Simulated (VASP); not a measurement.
Here is a VASP 6.6.1 calculation.

Contents of INCAR:

```
  PREC = Accurate
  ENCUT = 520
  EDIFF = 1E-6
  ISMEAR = 0
  SIGMA = 0.1
  LREAL = F
  LASPH = T
  NELM = 80
  ALGO = Normal
  ISIF = 2
  LWAVE = F
  LCHARG = F
  GGA = PS
  NBANDS = 46
```

Contents of KPOINTS:

```
Automatic mesh
0
Gamma
  10 10 4
```

POSCAR

```
NbAs
1.0
    3.4205590266      0.0000000000      0.0000000000
    0.0000000000      3.4205590266      0.0000000000
    0.0000000000      0.0000000000     11.8249432902
Nb As
4 4
Direct
    0.5000000000      0.5000000000      0.9994411828
    0.5000000000      0.0000000000      0.2494411828
    0.0000000000      0.0000000000      0.4994411828
    0.0000000000      0.5000000000      0.7494411828
    0.0000000000      0.0000000000      0.9165588172
    0.0000000000      0.5000000000      0.1665588172
    0.5000000000      0.5000000000      0.4165588172
    0.5000000000      0.0000000000      0.6665588172
```

Potentials or basis: VASP PAW PBE potentials, release 64 (Nb_sv, As).

The run is started by

```console
$ cat potpaw_PBE.64/Nb_sv/POTCAR potpaw_PBE.64/As/POTCAR > POTCAR
$ mpirun -np 1 vasp_std > vasp.out
```

Task: Predict the band gap on the k mesh.

Result: Zero (bands 36 and 37 overlap by 0.10 eV).

Task: What does it give for the pressure?

Result: -0.9 GPa.

Stress tensor (GPa, compression positive):
```
 0.19  0.00  0.00
 0.00  0.19  0.00
 0.00  0.00 -2.96
```

Caveat: the cell differs from its parent crystal (uniaxial strain along c: +2.0 %, then relaxed in part); the PAW data sets were made with another functional, which shifts forces and pressure a little.
